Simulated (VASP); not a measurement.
Rh: single point with LDA

The system is Rh.

```xyz
1
Lattice="0.0000 1.8765 1.8765 1.8765 0.0000 1.8765 1.8765 1.8765 0.0000" Properties=species:S:1:pos:R:3 pbc="T T T"
Rh    0.0000    0.0000    0.0000
```

| Property | Result |
| --- | --- |
| Program | VASP 6.6.1 |
| Task | single point |
| Functional | LDA |
| Potentials or basis | VASP PAW LDA potentials, release 64 (Rh_sv_GW) |
| Cutoff | 620 eV |
| k mesh | 12 × 12 × 12 |
| Occupations | fermi-dirac, width 0.05 eV |
| Spin | no spin polarisation |

The pressure is 0.5 GPa. The band gap on the k mesh is zero (an odd number of electrons rules out a gap without spin polarisation).

Levels at points of the mesh, in eV from the Fermi level:
```
           k point  band 5  band 6  band 7  band 8  band 9  band 10  band 11  band 12
(0.00, 0.00, 0.00)   -8.33   -3.33   -3.33   -3.33   -1.07    -1.07    15.69    21.19
(0.50, 0.00, 0.00)   -6.53   -3.41   -3.41    0.60    0.60     0.63     8.98    15.27
(0.50, 0.50, 0.00)   -6.75   -6.38    0.58    1.04    1.04     3.24    12.73    13.37
```

It took 10 s on 1 thread of AMD EPYC 9R45 96-Core Processor (Zen 5) (shared host), peak memory 0.12 GiB.
